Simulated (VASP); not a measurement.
Wanted: the native input for a VASP 6.6.1 run.

```
Task                   : relaxation of shape and atoms at fixed volume
Functional             : PBE
Potentials or basis    : VASP PAW PBE potentials, release 64 (Si, Ge_d, Ir)
Cutoff                 : 500 eV
k mesh                 : 8 × 8 × 4
Occupations            : gaussian, width 0.1 eV
Spin                   : no spin polarisation
Dipole correction      : no
Further INCAR settings : ALGO = Normal; EDIFF = 1e-07; IBRION = 2; EDIFFG = -0.01; NSW = 50; ISIF = 4
```

The structure of Si4Ge2Ir lies in POSCAR:

```
Si4Ge2Ir
1.0
    4.0951181271      0.0000000000      0.0000000000
    0.0000000000      4.0951181271      0.0000000000
    0.0000000000      0.0000000000      8.0245417682
Si Ge Ir
4 2 1
Direct
    0.0000000000      0.5000000000      0.8282047539
    0.5000000000      0.0000000000      0.8282047539
    0.0000000000      0.5000000000      0.1717952461
    0.5000000000      0.0000000000      0.1717952461
    0.0000000000      0.0000000000      0.6517394611
    0.0000000000      0.0000000000      0.3482605389
    0.5000000000      0.5000000000      0.0000000000
```

One way to write it, as run:

INCAR

```
SYSTEM = Si4Ge2Ir
ALGO = Normal
EDIFF = 1E-7
EDIFFG = -0.01
ENCUT = 500
GGA = PE
GGA_COMPAT = .False.
IBRION = 2
ISIF = 4
ISMEAR = 0
LASPH = .True.
LCHARG = .False.
LREAL = .False.
LWAVE = .False.
NELM = 120
NELMIN = 4
NSW = 50
PREC = Accurate
SIGMA = 0.1
```

KPOINTS

```
k-points
0
Gamma
  8 8 4
  0 0 0
```

Potentials or basis: VASP PAW PBE potentials, release 64 (Si, Ge_d, Ir).

The run is started by

```bash
$ cat potpaw_PBE.64/Si/POTCAR potpaw_PBE.64/Ge_d/POTCAR potpaw_PBE.64/Ir/POTCAR > POTCAR
$ mpirun -np 1 vasp_std > vasp.out
```

It gave:

* Energy gained by relaxing: 0.8 meV/atom
* Ionic steps: 5
* Pressure after relaxing: 2.8 GPa
* Band gap on the k mesh: zero (an odd number of electrons rules out a gap without spin polarisation)

Caveat: spin-orbit coupling is left out, which moves the levels of the heavy elements; an odd number of electrons without spin polarisation forces a metal; a magnetic or distorted state may lie lower.

It took 9.5 min on 1 thread of Oxide Virtual Turin-like Processor, on a shared host, peak memory 0.3 GiB.
